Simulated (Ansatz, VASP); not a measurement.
# LiH: VASP beside Ansatz

File INCAR:

```
SYSTEM = LiH
  ALGO = Normal
  EDIFF = 1E-8
  ENCUT = 520
  GGA = CA
  ISIF = 2
  ISMEAR = -1
  LASPH = .TRUE.
  LCHARG = .FALSE.
  LEFG = .TRUE.
  LREAL = .FALSE.
  LWAVE = .FALSE.
  NBANDS = 9
  NELM = 60
  PREC = Accurate
  SIGMA = 0.03
```

Contents of KPOINTS:

```
k-points
0
G
  11 11 11
  0 0 0
```

The input POSCAR:

```
LiH
1.0
    0.0203250000      2.0426625000      2.0426625000
    2.0426625000      0.0203250000      2.0426625000
    2.0426625000      2.0426625000      0.0203250000
Li H
1 1
Direct
    0.0000000000      0.0000000000      0.0000000000
    0.5000000000      0.5000000000      0.5000000000
```

Input for Ansatz:

```yaml
crystal:
  lattice:
    - [0.020325, 2.0426625, 2.0426625]
    - [2.0426625, 0.020325, 2.0426625]
    - [2.0426625, 2.0426625, 0.020325]
  atoms:
    - { symbol: Li, position: [0.0, 0.0, 0.0] }
    - { symbol: H, position: [0.5, 0.5, 0.5] }
kpoints:
  mp_grid: { grid: [11, 11, 11] }
scf:
  occupations: { method: fermi_dirac, width: 0.03 }
hamiltonian:
  xc: lda
  pseudopotentials: { kind: paw }
output:
  forces: true
  stress: true
  eigenvalues: true
  efg: { contact_densities: true }
  write_density: true
  write_potential: true
  elf: true
  volumetric_format: npy
```

Change from the starting cell: equal xy, yz and zx shear strains of +1 %, PAW files.

Alike in both runs: task electric field gradients; functional LDA; k mesh 11 × 11 × 11; occupations fermi-dirac, width 0.03 eV; no spin polarisation.

|  | VASP | Ansatz |
| --- | --- | --- |
| version | VASP 6.6.1 | Ansatz 0.2.0 |
| potentials or method | VASP PAW LDA potentials, release 64 (Li_sv, H) | PAW with Ansatz's default frozen-core files, scalar-relativistic |
| plane-wave cutoff (eV) | 520 | 420 |
| valence electrons in the cell | 4 | 4 |

VASP gave:

```
gap on the k mesh at the Fermi level (eV) : 2.83
```

Problem. Which values does Ansatz return?

Solution. gap on the k mesh at the Fermi level (eV): 2.84.

LDA's correlation is that of Perdew and Zunger in VASP and of Perdew and Wang (1992) in Ansatz.

Noted on VASP's run: the cutoff is short for stress, so the pressure is rough.
